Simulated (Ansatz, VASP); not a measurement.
Zr: VASP beside Ansatz

```
CELL_PARAMETERS angstrom
-1.81000 1.81000 1.77380
1.81000 -1.81000 1.77380
1.81000 1.81000 -1.77380
ATOMIC_POSITIONS crystal
Zr 0.00000 0.00000 0.00000
```

Change from the starting cell: zz strain of -2 %, crystal datasets.

Alike in both runs: task electric field gradients; functional PBEsol; k mesh 14 × 14 × 14; occupations fermi-dirac, width 0.08 eV; no spin polarisation.

```csv
,VASP,Ansatz
version,VASP 6.6.1,Ansatz 0.2.0
potentials or method,"VASP PAW PBE potentials, release 64 (Zr_sv), cutoff 520 eV","all-electron PAW with datasets made for the crystal, scalar-relativistic"
```

|  | VASP | Ansatz | Ansatz less VASP |
| --- | --- | --- | --- |
| pressure (GPa) | -5.2 | -5.2 | -0.04 |
| traceless stress, the component that is largest in VASP (GPa) | -0.14 | -0.14 | 0.000 |
| size of Vzz on the site where it differs most (V/Å²) | 1.9 | 1.7 | -0.15 |

VASP's potentials were made for PBE, not for PBEsol. Ansatz ran all-electron here, and VASP with PAW potentials.
